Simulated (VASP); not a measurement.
# Re (P6_3/mmc) in VASP: further runs

Runs on Re. Level: LDA. Tasks: single point.

All numbers are computed with VASP 6.6.1; they aren't measurements. Logs are shortened: lines on timing, memory, paths and dates and some standing lists are left out, and cuts for length are marked.

**1. The cell of the first run**

The structure is hexagonal, space group P6_3/mmc (No. 194). Conventional cell: a = 2.612 Å, b = 2.612 Å, c = 4.176 Å, α = 90.00°, β = 90.00°, γ = 120.00°. Re (site symmetry -6m2) has 12 Re at 2.58 to 2.61 Å within 3.4 Å.

**2. Single point, LDA (12.33 Å³/atom)**

INCAR reads:

```
SYSTEM = Re
ALGO = Normal
EDIFF = 1E-7
ENCUT = 520
ISIF = 2
ISMEAR = -1
LASPH = .True.
LCHARG = .True.
LELF = .True.
LREAL = .False.
LVHAR = .True.
LWAVE = .False.
NBANDS = 14
NELM = 100
PREC = Accurate
SIGMA = 0.05
```

KPOINTS reads:

```
k-points
0
Gamma
  14 14 8
  0 0 0
```

POSCAR reads:

```
Re
1.0
    2.6115486478      0.0000000000      0.0000000000
   -1.3057743239      2.2616674722      0.0000000000
    0.0000000000      0.0000000000      4.1758273441
Re
2
Direct
    0.3333333333      0.6666666667      0.2500000000
    0.6666666667      0.3333333333      0.7500000000
```

Potentials or basis: VASP PAW LDA potentials, release 64 (Re).

The run is started by

```sh
$ cat potpaw_LDA.64/Re/POTCAR > POTCAR
$ mpirun -np 1 vasp_std > vasp.out
```

OUTCAR:

```text
SYSTEM = Re
   EDIFF = 1E-7
   ENCUT = 520
   ISIF = 2
   ISMEAR = -1
   LASPH = .True.
   LREAL = .False.
   NELM = 100
   PREC = Accurate

 ion  position               nearest neighbor table
   1  0.333  0.667  0.250-   2 2.58   2 2.58   2 2.58   2 2.58   2 2.58   2 2.58
   2  0.667  0.333  0.750-   1 2.58   1 2.58   1 2.58   1 2.58   1 2.58   1 2.58

  LATTYP: Found a hexagonal cell.
 ALAT       =     2.6115486478
 C/A-ratio  =     1.5989850879

  Lattice vectors:

 A1 = (   2.6115486478,   0.0000000000,   0.0000000000)
 A2 = (  -1.3057743239,   2.2616674722,   0.0000000000)
 A3 = (   0.0000000000,   0.0000000000,   4.1758273441)

Analysis of symmetry for initial positions (statically):
=====================================================================
 Subroutine PRICEL returns:
 Original cell was already a primitive cell.

 Routine SETGRP: Setting up the symmetry group for a
 hexagonal supercell.

 Subroutine GETGRP returns: Found 24 space group operations
 (whereof 12 operations were pure point group operations)
 out of a pool of 24 trial point group operations.

The static configuration has the point symmetry D_3d.
 The point group associated with its full space group is D_6h.

Analysis of symmetry for dynamics (positions and initial velocities):
=====================================================================
 Subroutine PRICEL returns:
 Original cell was already a primitive cell.

 Routine SETGRP: Setting up the symmetry group for a
 hexagonal supercell.

 Subroutine GETGRP returns: Found 24 space group operations
 (whereof 12 operations were pure point group operations)
 out of a pool of 24 trial point group operations.

The dynamic configuration has the point symmetry D_3d.
 The point group associated with its full space group is D_6h.

 Subroutine INISYM returns: Found 24 space group operations
 (whereof 12 operations are pure point group operations),
 and found     1 'primitive' translations

----------------------------------------------------------------------------------------

                                     Primitive cell

  volume of cell :      24.6643

  direct lattice vectors                    reciprocal lattice vectors
     2.611548648  0.000000000  0.000000000     0.382914559  0.221075824  0.000000000
    -1.305774324  2.261667472  0.000000000     0.000000000  0.442151648  0.000000000
     0.000000000  0.000000000  4.175827344     0.000000000  0.000000000  0.239473503

  length of vectors
     2.611548648  2.611548648  4.175827344     0.442151648  0.442151648  0.239473503

  position of ions in fractional coordinates (direct lattice)
     0.333333333  0.666666667  0.250000000
     0.666666667  0.333333333  0.750000000

  ion indices of the primitive-cell ions
   primitive index   ion index
                 1           1
                 2           2

----------------------------------------------------------------------------------------

 KPOINTS: k-points

Automatic generation of k-mesh.
 Grid dimensions read from file:
 generate k-points for:   14   14    8

 Generating k-lattice:

  Cartesian coordinates                     Fractional coordinates (reciprocal lattice)
     0.027351040  0.015791130  0.000000000     0.071428571 -0.000000000  0.000000000
     0.000000000  0.031582261  0.000000000     0.000000000  0.071428571  0.000000000
     0.000000000  0.000000000  0.029934188     0.000000000  0.000000000  0.125000000

  Length of vectors
     0.031582261  0.031582261  0.029934188

  Shift w.r.t. Gamma in fractional coordinates (k-lattice)
     0.000000000  0.000000000  0.000000000

 Subroutine IBZKPT returns following result:
 ===========================================

 Found    120 irreducible k-points:

 Following reciprocal coordinates:
            Coordinates               Weight
  0.000000  0.000000  0.000000      1.000000
  0.071429 -0.000000  0.000000      6.000000
  0.142857  0.000000  0.000000      6.000000
  0.214286  0.000000  0.000000      6.000000
  0.285714  0.000000  0.000000      6.000000
  0.357143  0.000000  0.000000      6.000000
[... 16 lines left out ...]
  0.285714  0.285714  0.000000      6.000000
  0.357143  0.285714  0.000000      6.000000
 [... further k-points ...]
   k-points           NKPTS =    120   k-points in BZ     NKDIM =    120   number of bands    NBANDS=     14
   number of dos      NEDOS =    301   number of ions     NIONS =      2
   total plane-waves  NPLWV =  12800
   dimension x,y,z NGX =    20 NGY =   20 NGZ =   32
   dimension x,y,z NGXF=    40 NGYF=   40 NGZF=   64
   ions per type =               2
   NGX,Y,Z   is equivalent  to a cutoff of  12.73, 12.73, 12.74 a.u.
   NGXF,Y,Z  is equivalent  to a cutoff of  25.46, 25.46, 25.48 a.u.
 SYSTEM =  Re
   PREC   = accura    normal or accurate (medium, high low for compatibility)
   ISTART =      0    job   : 0-new  1-cont  2-samecut
   ICHARG =      2    charge: 1-file 2-atom 10-const
   ISPIN  =      1    spin polarized calculation?
   LNONCOLLINEAR =      F non collinear calculations
   LSORBIT =      F    spin-orbit coupling
   LASPH  =      T    aspherical Exc in radial PAW
   ENCUT  =  520.0 eV  38.22 Ry    6.18 a.u.   4.86  4.86  7.76*2*pi/ulx,y,z
   NELM   =    100;   NELMIN=  2; NELMDL= -5     # of ELM steps
   EDIFF  = 0.1E-06   stopping-criterion for ELM
   LREAL  =      F    real-space projection
   EDIFFG = 0.1E-05   stopping-criterion for IOM
   NSW    =      0    number of steps for IOM
   IBRION =     -1    ionic relax: 0-MD 1-quasi-New 2-CG
   NFREE  =      0    steps in history (QN), initial steepest desc. (CG)
   ISIF   =      2    stress and relaxation
   ISYM   =      2    0-nonsym 1-usesym 2-fastsym
   POTIM  = 0.5000    time-step for ionic-motion
   TEBEG  =    0.0;   TEEND  =   0.0 temperature during run
   PSTRESS=    0.0 pullay stress
   NELECT =      14.0000    total number of electrons
   NUPDOWN=      -1.0000    fix difference up-down
   EMIN   =  10.00;   EMAX   =-10.00  energy-range for DOS
   EFERMI =   0.00;   METHOD = LEGACY
   ISMEAR =    -1;   SIGMA  =   0.05  broadening in eV -4-tet -1-fermi 0-gaus
   EFERMI_NEDOS =   21; number of points for ismear=-14 and -15
   IALGO  =     38    algorithm
   IMIX   =      4    mixing-type and parameters
     AMIX     =   0.40;   BMIX     =  1.00
     AMIX_MAG =   1.60;   BMIX_MAG =  1.00
  volume/ion in A,a.u.               =      12.33        83.22
  Fermi-wavevector in a.u.,A,eV,Ry     =   1.355484  2.561493 24.998483  1.837337
  Thomas-Fermi vector in A             =   2.482568
   LORBIT       =      0    0 simple, 1 ext, 2 COOP (PROOUT), +10 PAW based schemes
   GGA     = CA    functional components
   LHFCALC =     F    Hartree Fock is set to
   AEXX    =    0.0000 exact exchange contribution
   IVDW    =     0    specifies the selected vdW correction
   LEPSILON=     F    determine dielectric tensor
   LRPA    =     F    only Hartree local field effects (RPA)
 non-spin polarized calculation
  energy-cutoff  :      520.00
  volume of cell :       24.66
 maximum number of plane-waves:       685
 NGX is ok and might be reduce to    20
   NGX =  9   NGY =  9   NGZ = 15

 number of electron      14.0000001 magnetization

 Free energy of the ion-electron system (eV)
  ---------------------------------------------------
  ext. energy  EPLUGINS =         0.00000000
  ---------------------------------------------------
  free energy    TOTEN  =       -26.53386550 eV

  energy without entropy =      -26.52313401  energy(sigma->0) =      -26.52849975

 E-fermi :  10.2399     XC(G=0): -14.8110

 val. band max:       10.2352132078   @ k =   0.1429   0.0714   0.0000
 cond. band min:      10.2503164048   @ k =   0.4286   0.1429   0.2500
 fundamental gap:      0.0151031970
 Fermi energy:        10.2398878626

 k-point     1 :       0.0000    0.0000    0.0000
  band No.  band energies     occupation
      1      -0.7330      2.00000
      2       2.2188      2.00000
      3       8.0594      2.00000
      4       8.0594      2.00000
      5       8.2614      2.00000
      6       9.2080      2.00000
      7       9.2080      2.00000
      8      10.2705      0.70328
      9      10.2705      0.70328
     10      11.7095      0.00000
     11      14.4489      0.00000
     12      14.4489      0.00000
     13      22.8440      0.00000
     14      24.5517      0.00000

 k-point     2 :       0.0714   -0.0000    0.0000
  band No.  band energies     occupation
      1      -0.4744      2.00000
      2       2.4592      2.00000
      3       7.4840      2.00000
      4       8.3007      2.00000
      5       8.7432      2.00000
      6       9.0262      2.00000
      7       9.4386      2.00000
      8       9.8321      1.99943
      9      10.0554      1.95126
     10      10.8915      0.00000
     11      14.6162      0.00000
     12      15.7030      0.00000
     13      22.9299      0.00000
     14      25.1517      0.00000

 k-point     3 :       0.1429    0.0000    0.0000
  band No.  band energies     occupation
      1       0.2524      2.00000
      2       3.0817      2.00000
      3       6.7627      2.00000
      4       8.3771      2.00000
      5       8.5161      2.00000
      6       9.0114      2.00000
      7       9.4680      2.00000
      8       9.5371      2.00000
      9      10.1145      1.84938
     10      10.2582      0.81888
     11      14.9939      0.00000
     12      17.8257      0.00000
     13      22.9580      0.00000
     14      26.7707      0.00000
[... 324 lines left out ...]
 k-point    23 :       0.2857    0.2857    0.0000
  band No.  band energies     occupation
      1       3.5414      2.00000
      2       4.9640      2.00000
      3       5.4442      2.00000
      4       6.1317      2.00000
      5       7.2755      2.00000
      6       8.2183      2.00000
      7       9.9320      1.99578
      8      13.2419      0.00000
      9      14.9696      0.00000
     10      14.9719      0.00000
     11      18.4230      0.00000
     12      19.1368      0.00000
     13      20.8209      0.00000
     14      25.6917      0.00000

 k-point    24 :       0.3571    0.2857    0.0000
  band No.  band energies     occupation
      1       3.4307      2.00000
      2       5.2875      2.00000
      3       5.3193      2.00000
      4       6.4013      2.00000
      5       7.4568      2.00000
      6       7.8859      2.00000
      7      10.2192      1.20382
      8      13.8839      0.00000
      9      14.5356      0.00000
     10      14.9009      0.00000
     11      18.3246      0.00000
     12      18.4694      0.00000
     13      20.5011      0.00000
     14      27.3166      0.00000

 [... further k-points ...]

------------------------ aborting loop because EDIFF is reached ----------------------------------------

  FORCE on cell =-STRESS in cart. coord.  units (eV):
  Direction    XX          YY          ZZ          XY          YZ          ZX
  --------------------------------------------------------------------------------------
  -------------------------------------------------------------------------------------
  Total       13.3633404     13.3633404     14.3741456     -0.0000000      0.0000000      0.0000000
  in kB      868.0729213    868.0729213    933.7340950     -0.0000000      0.0000000      0.0000000
  external PRESSURE =     889.9599792 kB  Pullay stress =       0.0000000 kB

 VOLUME and BASIS-vectors are now :
 -----------------------------------------------------------------------------
  energy-cutoff  :      520.00
  volume of cell :       24.66
      direct lattice vectors                 reciprocal lattice vectors
     2.611548648  0.000000000  0.000000000     0.382914559  0.221075824  0.000000000
    -1.305774324  2.261667472  0.000000000     0.000000000  0.442151648  0.000000000
     0.000000000  0.000000000  4.175827344     0.000000000  0.000000000  0.239473503

 POSITION                                       TOTAL-FORCE (eV/Angst)
 -----------------------------------------------------------------------------------
     -0.00000      1.50778      1.04396         0.000000      0.000000      0.000000
      1.30577      0.75389      3.13187        -0.000000     -0.000000      0.000000
 -----------------------------------------------------------------------------------
    total drift:                                0.000000     -0.000000     -0.000000

  FREE ENERGIE OF THE ION-ELECTRON SYSTEM (eV)
  ---------------------------------------------------
  free  energy   TOTEN  =       -26.5338654978 eV

  energy  without entropy=      -26.5231340055  energy(sigma->0) =      -26.52849975
```

Run time: 24 s. Hardware: 1 thread of AMD EPYC 7R13 (Zen 3), shared host; peak memory 0.12 GiB.

Results:

```
Free energy            : -26.5339 eV
Pressure               : 89.0 GPa
Band gap on the k mesh : zero (bands 7 and 8 overlap by 4.26 eV)
```

Stress tensor (GPa, compression positive):
```
86.81  0.00  0.00
 0.00 86.81  0.00
 0.00  0.00 93.37
```

Levels at points of the mesh, in eV from the Fermi level:
```csv
k point,band 4,band 5,band 6,band 7,band 8,band 9,band 10,band 11
"(0.00, 0.00, 0.00)",-2.18,-1.98,-1.03,-1.03,0.03,0.03,1.47,4.21
"(0.50, 0.00, 0.00)",-2.71,-1.62,-1.51,-0.59,5.03,5.78,5.79,7.86
"(0.00, 0.00, 0.50)",-2.80,-2.36,-2.36,-2.36,-2.36,3.27,3.27,3.27
"(0.50, 0.00, 0.50)",-5.23,0.35,0.35,1.54,1.54,5.47,5.47,6.17
```

Caveat: the cell stands under pressure; spin-orbit coupling is left out, which moves the levels of the heavy elements.

**3. Single point, LDA (12.45 Å³/atom)**

This run uses another cell than the first one, of 12.45 Å³/atom.

INCAR reads:

```
SYSTEM = Re
ALGO = Normal ; EDIFF = 1E-6
ENCUT = 520 ; GGA = CA
ISIF = 2 ; ISMEAR = -1
LASPH = .TRUE. ; LCHARG = .FALSE.
LREAL = .FALSE. ; LWAVE = .FALSE.
NBANDS = 14 ; NELM = 80
PREC = Accurate ; SIGMA = 0.05
```

KPOINTS reads:

```
k-points
0
G
  14 14 8
  0 0 0
```

POSCAR reads:

```
Re
1.0
    2.6201393302      0.0000000000      0.0000000000
   -1.3100696651      2.2691072214      0.0000000000
    0.0000000000      0.0000000000      4.1895637172
Re
2
Direct
    0.3333333333      0.6666666667      0.2500000000
    0.6666666667      0.3333333333      0.7500000000
```

Potentials or basis: VASP PAW LDA potentials, release 64 (Re).

The run is started by

```sh
$ cat potpaw_LDA.64/Re/POTCAR > POTCAR
$ mpirun -np 1 vasp_std > vasp.out
```

It took 22 s on 1 thread of AMD EPYC 7R13 (Zen 3), shared host; peak memory 0.12 GiB.

The run converged. Its results:

- Free energy: -26.6640 eV
- Pressure: 81.6 GPa
- Band gap on the k mesh: zero (bands 7 and 8 overlap by 4.20 eV)

Stress tensor (GPa, compression positive):
```
79.42  0.00  0.00
 0.00 79.42  0.00
 0.00  0.00 85.83
```

Levels at points of the mesh, in eV from the Fermi level:
```
           k point  band 5  band 6  band 7  band 8  band 9  band 10
(0.00, 0.00, 0.00)   -1.94   -1.01   -1.01    0.04    0.04     1.43
(0.50, 0.00, 0.00)   -1.63   -1.49   -0.58    4.96    5.70     5.71
(0.00, 0.00, 0.50)   -2.32   -2.32   -2.32   -2.32    3.22     3.22
(0.50, 0.00, 0.50)    0.36    0.36    1.50    1.50    5.40     5.40
```

Caveat: the cell stands under pressure; spin-orbit coupling is left out, which moves the levels of the heavy elements.

**4. Single point, LDA (12.70 Å³/atom)**

This run uses another cell than the first one, of 12.70 Å³/atom.

INCAR reads:

```
SYSTEM = Re
ALGO     = Normal         ! electronic algorithm
EDIFF    = 1E-7           ! SCF threshold, eV
ENCUT    = 520            ! plane-wave cutoff, eV
GGA      = CA             ! functional
ISIF     = 2              ! what is computed and relaxed
ISMEAR   = -1             ! smearing method
LASPH    = .True.         ! aspherical terms in the spheres
LCHARG   = .False.        ! write CHGCAR
LREAL    = .False.        ! projectors in reciprocal space
LWAVE    = .False.        ! write WAVECAR
NBANDS   = 14             ! bands
NELM     = 100            ! most SCF steps
PREC     = Accurate       ! precision mode
SIGMA    = 0.05           ! smearing width, eV
```

KPOINTS reads:

```
k-points
0
Gamma
  14 14 8
  0 0 0
```

POSCAR reads:

```
Re
1.0
    2.6371536987      0.0000000000      0.0000000000
   -1.3185768494      2.2838420967      0.0000000000
    0.0000000000      0.0000000000      4.2167694387
Re
2
Direct
    0.3333333333      0.6666666667      0.2500000000
    0.6666666667      0.3333333333      0.7500000000
```

The run is started by

```sh
$ cat potpaw_LDA.64/Re/POTCAR > POTCAR
$ mpirun -np 1 vasp_std > vasp.out
```

It took 23 s on 1 thread of AMD EPYC 7R13 (Zen 3), shared host; peak memory 0.12 GiB.

It converged, with:

| Item | Value |
| --- | --- |
| Free energy | -26.8914 eV |
| Pressure | 67.7 GPa |
| Band gap on the k mesh | zero (bands 7 and 8 overlap by 4.08 eV) |

Stress tensor (GPa, compression positive):
```
65.65  0.00  0.00
 0.00 65.65  0.00
 0.00  0.00 71.76
```

Levels at points of the mesh, in eV from the Fermi level:
```tsv
k point	band 4	band 5	band 6	band 7	band 8	band 9	band 10	band 11
(0.00, 0.00, 0.00)	-2.06	-1.87	-0.97	-0.97	0.05	0.05	1.35	4.07
(0.50, 0.00, 0.00)	-2.57	-1.64	-1.46	-0.57	4.83	5.55	5.56	7.54
(0.00, 0.00, 0.50)	-2.71	-2.24	-2.24	-2.24	-2.24	3.15	3.15	3.15
(0.50, 0.00, 0.50)	-5.01	0.36	0.36	1.44	1.44	5.25	5.25	5.93
```

Caveat: the cell stands under pressure; spin-orbit coupling is left out, which moves the levels of the heavy elements.

**5. Single point, LDA (12.94 Å³/atom)**

This run uses another cell than the first one, of 12.94 Å³/atom.

INCAR reads:

```
PREC = Accurate ; ENCUT = 520
EDIFF = 1E-6 ; ISMEAR = -1
SIGMA = 0.05 ; LREAL = F
LASPH = T ; NELM = 80
ALGO = Normal ; ISIF = 2
LWAVE = F ; LCHARG = F
GGA = CA ; NBANDS = 14
```

KPOINTS reads:

```
regular mesh
0
Gamma
  14 14 8
```

POSCAR reads:

```
Re
1.0
    2.6539513089      0.0000000000      0.0000000000
   -1.3269756545      2.2983892539      0.0000000000
    0.0000000000      0.0000000000      4.2436285669
Re
2
Direct
    0.3333333333      0.6666666667      0.2500000000
    0.6666666667      0.3333333333      0.7500000000
```

The run is started by

```sh
$ cat potpaw_LDA.64/Re/POTCAR > POTCAR
$ mpirun -np 1 vasp_std > vasp.out
```

It took 22 s on 1 thread of AMD EPYC 7R13 (Zen 3), shared host; peak memory 0.12 GiB.

The run converged. Its results:

| Quantity | Value |
| --- | --- |
| Free energy | -27.0786 eV |
| Pressure | 55.1 GPa |
| Band gap on the k mesh | zero (bands 7 and 8 overlap by 3.97 eV) |

Stress tensor (GPa, compression positive):
```
53.10  0.00  0.00
 0.00 53.10  0.00
 0.00  0.00 58.97
```

Levels at points of the mesh, in eV from the Fermi level:
| k point | band 4 | band 5 | band 6 | band 7 | band 8 | band 9 | band 10 | band 11 |
| --- | --- | --- | --- | --- | --- | --- | --- | --- |
| (0.00, 0.00, 0.00) | -1.99 | -1.81 | -0.93 | -0.93 | 0.07 | 0.07 | 1.27 | 3.98 |
| (0.50, 0.00, 0.00) | -2.49 | -1.65 | -1.43 | -0.56 | 4.71 | 5.40 | 5.41 | 7.34 |
| (0.00, 0.00, 0.50) | -2.65 | -2.17 | -2.17 | -2.17 | -2.17 | 3.07 | 3.07 | 3.07 |
| (0.50, 0.00, 0.50) | -4.87 | 0.37 | 0.37 | 1.37 | 1.37 | 5.11 | 5.11 | 5.78 |

Caveat: the cell stands under pressure; spin-orbit coupling is left out, which moves the levels of the heavy elements.

**6. The runs side by side**

```csv
cell,gap on the mesh (eV),pressure (GPa)
"a = 2.612, b = 2.612, c = 4.176 Å, angles 90.0, 90.0, 120.0°, 2 atoms",none,89.0
"a = 2.620, b = 2.620, c = 4.190 Å, angles 90.0, 90.0, 120.0°, 2 atoms",none,81.6
"a = 2.637, b = 2.637, c = 4.217 Å, angles 90.0, 90.0, 120.0°, 2 atoms",none,67.7
"a = 2.654, b = 2.654, c = 4.244 Å, angles 90.0, 90.0, 120.0°, 2 atoms",none,55.1
```

Alike in all rows: task single point; level LDA; potentials or basis VASP PAW LDA potentials, release 64 (Re); no spin polarisation; k mesh 14 × 14 × 8; cutoff (eV) 520; smearing fermi-dirac 0.05 eV.

Caveats: the cell stands under pressure; spin-orbit coupling is left out, which moves the levels of the heavy elements.

Absolute energies hang on the potentials; compare differences alone.
